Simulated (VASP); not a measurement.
# GaGe3 in VASP: notebook, part 2 of 2

VASP 6.6.1.

## (4) Single point, LDA

This run uses another cell than the first one, of 18.40 Å³/atom, 0.887 times its volume.

INCAR

```
SYSTEM = GaGe3
PREC = Accurate
ENCUT = 520
EDIFF = 1E-7
ISMEAR = -1
SIGMA = 0.05
LREAL = .False.
LASPH = .True.
NELM = 80
ALGO = Normal
ISIF = 2
LWAVE = .False.
LCHARG = .False.
GGA = CA
NBANDS = 36
```

KPOINTS

```
regular mesh
0
Gamma
  6 6 6
  0 0 0
```

POSCAR

```
GaGe3
1.0
    4.1911258602      0.0000000000      0.0000000000
    0.0000000000      4.1911258602      0.0000000000
    0.0000000000      0.0000000000      4.1911258602
Ge Ga
3 1
Direct
    0.5000000000      0.5000000000      0.0000000000
    0.5000000000      0.0000000000      0.5000000000
    0.0000000000      0.5000000000      0.5000000000
    0.0000000000      0.0000000000      0.0000000000
```

Potentials or basis: VASP PAW LDA potentials, release 64 (Ge_d, Ga_d).

Launch:

```
> cat potpaw_LDA.64/Ge_d/POTCAR potpaw_LDA.64/Ga_d/POTCAR > POTCAR
> mpirun -np 1 vasp_std > vasp.out
```

OUTCAR:

```text
SYSTEM = GaGe3
   PREC = Accurate
   ENCUT = 520
   EDIFF = 1E-7
   ISMEAR = -1
   LREAL = .False.
   LASPH = .True.
   NELM = 80
   ISIF = 2
   GGA = CA

 ion  position               nearest neighbor table
   1  0.500  0.500  0.000-
   2  0.500  0.000  0.500-
   3  0.000  0.500  0.500-
   4  0.000  0.000  0.000-

  LATTYP: Found a simple cubic cell.
 ALAT       =     4.1911258602
[... 968 lines left out ...]

  FORCE on cell =-STRESS in cart. coord.  units (eV):
  Direction    XX          YY          ZZ          XY          YZ          ZX
  --------------------------------------------------------------------------------------
  -------------------------------------------------------------------------------------
  Total       -0.6345089     -0.6345089     -0.6345089      0.0000000     -0.0000000      0.0000000
  in kB      -13.8088078    -13.8088078    -13.8088078      0.0000000     -0.0000000      0.0000000
  external PRESSURE =     -13.8088078 kB  Pullay stress =       0.0000000 kB

 VOLUME and BASIS-vectors are now :
 -----------------------------------------------------------------------------
  energy-cutoff  :      520.00
  volume of cell :       73.62
      direct lattice vectors                 reciprocal lattice vectors
     4.191125860  0.000000000  0.000000000     0.238599372  0.000000000  0.000000000
     0.000000000  4.191125860  0.000000000     0.000000000  0.238599372  0.000000000
     0.000000000  0.000000000  4.191125860     0.000000000  0.000000000  0.238599372

 POSITION                                       TOTAL-FORCE (eV/Angst)
 -----------------------------------------------------------------------------------
      2.09556      2.09556      0.00000         0.000000      0.000000      0.000000
      2.09556      0.00000      2.09556         0.000000      0.000000      0.000000
      0.00000      2.09556      2.09556         0.000000      0.000000      0.000000
      0.00000      0.00000      0.00000         0.000000      0.000000      0.000000
 -----------------------------------------------------------------------------------
    total drift:                                0.000000     -0.000000     -0.000000

  FREE ENERGIE OF THE ION-ELECTRON SYSTEM (eV)
  ---------------------------------------------------
  free  energy   TOTEN  =       -18.1471565304 eV

  energy  without entropy=      -18.1242848247  energy(sigma->0) =      -18.13572068
```

OSZICAR:

```text
N       E                     dE             d eps       ncg     rms          rms(c)
DAV:   1     0.444140674660E+03    0.44414E+03   -0.26710E+04  1664   0.404E+03
DAV:   2     0.648188921761E+02   -0.37932E+03   -0.36905E+03  1440   0.761E+02
DAV:   3    -0.139375594626E+02   -0.78756E+02   -0.77714E+02  1608   0.205E+02
DAV:   4    -0.181388035679E+02   -0.42012E+01   -0.41738E+01  1684   0.534E+01
DAV:   5    -0.182305481576E+02   -0.91745E-01   -0.91687E-01  1652   0.881E+00    0.223E+00
DAV:   6    -0.181694311327E+02    0.61117E-01   -0.10487E-01  1748   0.367E+00    0.118E+00
DAV:   7    -0.181482954333E+02    0.21136E-01   -0.32007E-02  1872   0.160E+00    0.180E-01
DAV:   8    -0.181471873642E+02    0.11081E-02   -0.36726E-03  1568   0.696E-01    0.492E-02
DAV:   9    -0.181471559010E+02    0.31463E-04   -0.22614E-04  1920   0.160E-01    0.254E-02
DAV:  10    -0.181471573009E+02   -0.13999E-05   -0.21433E-05  1576   0.498E-02    0.386E-03
DAV:  11    -0.181471565125E+02    0.78845E-06   -0.53546E-06  1628   0.312E-02    0.928E-04
DAV:  12    -0.181471565304E+02   -0.17868E-07   -0.31316E-07  1360   0.397E-03
   1 F= -.18147157E+02 E0= -.18135721E+02  d E =-.228717E-01
```

It took 29 s on 1 thread of Intel Xeon Platinum 8259CL at 2.50GHz (Skylake/Cascade Lake), shared host; peak memory 0.18 GiB.

Results:

```
Free energy : -18.1472 eV
Pressure    : -1.4 GPa
```

## (5) Single point, LDA

This run uses another cell than the first one, of 18.80 Å³/atom, 0.906 times its volume.

INCAR

```
SYSTEM = GaGe3
ALGO     = Normal         ! electronic algorithm
EDIFF    = 1E-6           ! SCF threshold, eV
ENCUT    = 520            ! plane-wave cutoff, eV
ISIF     = 2              ! what is computed and relaxed
ISMEAR   = -1             ! smearing method
LASPH    = .True.         ! aspherical terms in the spheres
LCHARG   = .False.        ! write CHGCAR
LREAL    = .False.        ! projectors in reciprocal space
LWAVE    = .False.        ! write WAVECAR
NBANDS   = 36             ! bands
NELM     = 100            ! most SCF steps
PREC     = Accurate       ! precision mode
SIGMA    = 0.05           ! smearing width, eV
```

KPOINTS

```
k-points
0
Gamma
  6 6 6
  0 0 0
```

POSCAR

```
GaGe3
1.0
    4.2206418035      0.0000000000      0.0000000000
    0.0000000000      4.2206418035      0.0000000000
    0.0000000000      0.0000000000      4.2206418035
Ge Ga
3 1
Direct
    0.5000000000      0.5000000000      0.0000000000
    0.5000000000      0.0000000000      0.5000000000
    0.0000000000      0.5000000000      0.5000000000
    0.0000000000      0.0000000000      0.0000000000
```

Potentials or basis: VASP PAW LDA potentials, release 64 (Ge_d, Ga_d).

Launch:

```
> cat potpaw_LDA.64/Ge_d/POTCAR potpaw_LDA.64/Ga_d/POTCAR > POTCAR
> mpirun -np 1 vasp_std > vasp.out
```

OUTCAR:

```text
SYSTEM = GaGe3
   EDIFF = 1E-6
   ENCUT = 520
   ISIF = 2
   ISMEAR = -1
   LASPH = .True.
   LREAL = .False.
   NELM = 100
   PREC = Accurate

 ion  position               nearest neighbor table
   1  0.500  0.500  0.000-
   2  0.500  0.000  0.500-
   3  0.000  0.500  0.500-
   4  0.000  0.000  0.000-

  LATTYP: Found a simple cubic cell.
 ALAT       =     4.2206418035

  Lattice vectors:

 A1 = (   4.2206418035,   0.0000000000,   0.0000000000)
 A2 = (   0.0000000000,   4.2206418035,   0.0000000000)
 A3 = (   0.0000000000,   0.0000000000,   4.2206418035)

Analysis of symmetry for initial positions (statically):
=====================================================================
 Subroutine PRICEL returns:
 Original cell was already a primitive cell.

 Routine SETGRP: Setting up the symmetry group for a
 simple cubic supercell.

 Subroutine GETGRP returns: Found 48 space group operations
 (whereof 48 operations were pure point group operations)
 out of a pool of 48 trial point group operations.

The static configuration has the point symmetry O_h .

Analysis of symmetry for dynamics (positions and initial velocities):
=====================================================================
 Subroutine PRICEL returns:
 Original cell was already a primitive cell.

 Routine SETGRP: Setting up the symmetry group for a
 simple cubic supercell.

 Subroutine GETGRP returns: Found 48 space group operations
 (whereof 48 operations were pure point group operations)
 out of a pool of 48 trial point group operations.

The dynamic configuration has the point symmetry O_h .

 Subroutine INISYM returns: Found 48 space group operations
 (whereof 48 operations are pure point group operations),
 and found     1 'primitive' translations

----------------------------------------------------------------------------------------

                                     Primitive cell

  volume of cell :      75.1857

  direct lattice vectors                    reciprocal lattice vectors
     4.220641804  0.000000000  0.000000000     0.236930791  0.000000000  0.000000000
     0.000000000  4.220641804  0.000000000     0.000000000  0.236930791  0.000000000
     0.000000000  0.000000000  4.220641804     0.000000000  0.000000000  0.236930791

  length of vectors
     4.220641804  4.220641804  4.220641804     0.236930791  0.236930791  0.236930791

  position of ions in fractional coordinates (direct lattice)
     0.500000000  0.500000000  0.000000000
     0.500000000  0.000000000  0.500000000
     0.000000000  0.500000000  0.500000000
     0.000000000  0.000000000  0.000000000

  ion indices of the primitive-cell ions
   primitive index   ion index
                 1           1
                 2           2
                 3           3
                 4           4

----------------------------------------------------------------------------------------

 KPOINTS: k-points

Automatic generation of k-mesh.
 Grid dimensions read from file:
 generate k-points for:    6    6    6

 Generating k-lattice:

  Cartesian coordinates                     Fractional coordinates (reciprocal lattice)
     0.039488465  0.000000000  0.000000000     0.166666667  0.000000000  0.000000000
     0.000000000  0.039488465  0.000000000     0.000000000  0.166666667  0.000000000
     0.000000000  0.000000000  0.039488465     0.000000000  0.000000000  0.166666667

  Length of vectors
     0.039488465  0.039488465  0.039488465

  Shift w.r.t. Gamma in fractional coordinates (k-lattice)
     0.000000000  0.000000000  0.000000000

 Subroutine IBZKPT returns following result:
 ===========================================

 Found     20 irreducible k-points:

 Following reciprocal coordinates:
            Coordinates               Weight
  0.000000  0.000000  0.000000      1.000000
  0.166667  0.000000  0.000000      6.000000
  0.333333  0.000000  0.000000      6.000000
  0.500000  0.000000  0.000000      3.000000
  0.166667  0.166667  0.000000     12.000000
  0.333333  0.166667  0.000000     24.000000
[... 12 lines left out ...]
  0.500000  0.500000  0.333333      6.000000
  0.500000  0.500000  0.500000      1.000000
   k-points           NKPTS =     20   k-points in BZ     NKDIM =     20   number of bands    NBANDS=     36
   number of dos      NEDOS =    301   number of ions     NIONS =      4
   total plane-waves  NPLWV =  32768
   dimension x,y,z NGX =    32 NGY =   32 NGZ =   32
   dimension x,y,z NGXF=    64 NGYF=   64 NGZF=   64
   ions per type =               3   1
   NGX,Y,Z   is equivalent  to a cutoff of  12.60, 12.60, 12.60 a.u.
   NGXF,Y,Z  is equivalent  to a cutoff of  25.21, 25.21, 25.21 a.u.
 SYSTEM =  GaGe3
   PREC   = accura    normal or accurate (medium, high low for compatibility)
   ISTART =      0    job   : 0-new  1-cont  2-samecut
   ICHARG =      2    charge: 1-file 2-atom 10-const
   ISPIN  =      1    spin polarized calculation?
   LNONCOLLINEAR =      F non collinear calculations
   LSORBIT =      F    spin-orbit coupling
   LASPH  =      T    aspherical Exc in radial PAW
   ENCUT  =  520.0 eV  38.22 Ry    6.18 a.u.   7.85  7.85  7.85*2*pi/ulx,y,z
   NELM   =    100;   NELMIN=  2; NELMDL= -5     # of ELM steps
   EDIFF  = 0.1E-05   stopping-criterion for ELM
   LREAL  =      F    real-space projection
   EDIFFG = 0.1E-04   stopping-criterion for IOM
   NSW    =      0    number of steps for IOM
   IBRION =     -1    ionic relax: 0-MD 1-quasi-New 2-CG
   NFREE  =      0    steps in history (QN), initial steepest desc. (CG)
   ISIF   =      2    stress and relaxation
   ISYM   =      2    0-nonsym 1-usesym 2-fastsym
   POTIM  = 0.5000    time-step for ionic-motion
   TEBEG  =    0.0;   TEEND  =   0.0 temperature during run
   PSTRESS=    0.0 pullay stress
   NELECT =      55.0000    total number of electrons
   NUPDOWN=      -1.0000    fix difference up-down
   EMIN   =  10.00;   EMAX   =-10.00  energy-range for DOS
   EFERMI =   0.00;   METHOD = LEGACY
   ISMEAR =    -1;   SIGMA  =   0.05  broadening in eV -4-tet -1-fermi 0-gaus
   EFERMI_NEDOS =   21; number of points for ismear=-14 and -15
   IALGO  =     38    algorithm
   IMIX   =      4    mixing-type and parameters
     AMIX     =   0.40;   BMIX     =  1.00
     AMIX_MAG =   1.60;   BMIX_MAG =  1.00
  volume/ion in A,a.u.               =      18.80       126.84
  Fermi-wavevector in a.u.,A,eV,Ry     =   1.475086  2.787508 29.604612  2.175878
  Thomas-Fermi vector in A             =   2.589778
   LORBIT       =      0    0 simple, 1 ext, 2 COOP (PROOUT), +10 PAW based schemes
   GGA     = CA    functional components
   LHFCALC =     F    Hartree Fock is set to
   AEXX    =    0.0000 exact exchange contribution
   IVDW    =     0    specifies the selected vdW correction
   LEPSILON=     F    determine dielectric tensor
   LRPA    =     F    only Hartree local field effects (RPA)
 non-spin polarized calculation
  energy-cutoff  :      520.00
  volume of cell :       75.19
 maximum number of plane-waves:      2048
 NGX is ok and might be reduce to    32
   NGX = 15   NGY = 15   NGZ = 15

 number of electron      55.0000031 magnetization

 Free energy of the ion-electron system (eV)
  ---------------------------------------------------
  ext. energy  EPLUGINS =         0.00000000
  ---------------------------------------------------
  free energy    TOTEN  =       -18.12787678 eV

  energy without entropy =      -18.10507009  energy(sigma->0) =      -18.11647343

 E-fermi :   6.2848     XC(G=0): -11.5328

 val. band max:        6.2513764703   @ k =   0.3333   0.3333   0.0000
 cond. band min:       6.3013892379   @ k =   0.5000   0.5000   0.0000
 fundamental gap:      0.0500127676
 Fermi energy:         6.2847712989

 k-point     1 :       0.0000    0.0000    0.0000
  band No.  band energies     occupation
      1     -18.6026      2.00000
      2     -18.6026      2.00000
      3     -18.6026      2.00000
      4     -18.5913      2.00000
      5     -18.5531      2.00000
      6     -18.5531      2.00000
[... 28 lines left out ...]
     35      13.1465      0.00000
     36      13.4692      0.00000
[... 710 lines left out ...]
      6     -18.5616      2.00000
[... 28 lines left out ...]
     35      14.9825      0.00000
     36      14.9825      0.00000

------------------------ aborting loop because EDIFF is reached ----------------------------------------

  FORCE on cell =-STRESS in cart. coord.  units (eV):
  Direction    XX          YY          ZZ          XY          YZ          ZX
  --------------------------------------------------------------------------------------
  -------------------------------------------------------------------------------------
  Total       -1.2556344     -1.2556344     -1.2556344      0.0000000     -0.0000000      0.0000000
  in kB      -26.7570547    -26.7570547    -26.7570547      0.0000000     -0.0000000      0.0000000
  external PRESSURE =     -26.7570547 kB  Pullay stress =       0.0000000 kB

 VOLUME and BASIS-vectors are now :
 -----------------------------------------------------------------------------
  energy-cutoff  :      520.00
  volume of cell :       75.19
      direct lattice vectors                 reciprocal lattice vectors
     4.220641804  0.000000000  0.000000000     0.236930791  0.000000000  0.000000000
     0.000000000  4.220641804  0.000000000     0.000000000  0.236930791  0.000000000
     0.000000000  0.000000000  4.220641804     0.000000000  0.000000000  0.236930791

 POSITION                                       TOTAL-FORCE (eV/Angst)
 -----------------------------------------------------------------------------------
      2.11032      2.11032      0.00000         0.000000      0.000000      0.000000
      2.11032      0.00000      2.11032         0.000000      0.000000      0.000000
      0.00000      2.11032      2.11032         0.000000      0.000000      0.000000
      0.00000      0.00000      0.00000         0.000000      0.000000      0.000000
 -----------------------------------------------------------------------------------
    total drift:                                0.000000     -0.000000     -0.000000

  FREE ENERGIE OF THE ION-ELECTRON SYSTEM (eV)
  ---------------------------------------------------
  free  energy   TOTEN  =       -18.1278767775 eV

  energy  without entropy=      -18.1050700893  energy(sigma->0) =      -18.11647343
```

Run time: 28 s. Hardware: 1 thread of Intel Xeon Platinum 8259CL at 2.50GHz (Skylake/Cascade Lake), shared host; peak memory 0.17 GiB.

Results:

```
Free energy : -18.1279 eV
Pressure    : -2.7 GPa
```

Levels at points of the mesh, in eV from the Fermi level:
```
           k point  band 25  band 26  band 27  band 28  band 29  band 30  band 31  band 32
(0.00, 0.00, 0.00)    -3.94    -3.94    -3.37     2.64     2.64     2.64     3.58     3.58
(0.50, 0.00, 0.00)    -2.01    -2.01    -1.40    -1.40    -0.06     0.17     4.57     4.74
(0.50, 0.50, 0.00)    -0.72    -0.16    -0.16     0.02     0.22     0.22     0.70     1.57
(0.50, 0.50, 0.50)    -5.35    -5.08    -5.08    -5.08     6.79     6.79     6.86     6.86
```

## (6) Summary

```tsv
level	potentials or basis	cell	gap on the mesh (eV)	pressure (GPa)
PBEsol	VASP PAW PBE potentials, release 64 (Ge_d, Ga_d)	a = 4.362 Å, 4 atoms	none	-6.0
PBEsol	VASP PAW PBE potentials, release 64 (Ge_d, Ga_d)	a = 4.278 Å, 4 atoms	none	-3.4
LDA	VASP PAW LDA potentials, release 64 (Ge_d, Ga_d)	a = 4.191 Å, 4 atoms	none	-1.4
LDA	VASP PAW LDA potentials, release 64 (Ge_d, Ga_d)	a = 4.221 Å, 4 atoms	none	-2.7
```

Alike in all rows: task single point; no spin polarisation; k mesh 6 × 6 × 6; cutoff (eV) 520; smearing fermi-dirac 0.05 eV.

Caveats: the PAW data sets were made with another functional, which shifts forces and pressure a little (some runs).

Absolute energies hang on the potentials; compare differences alone.
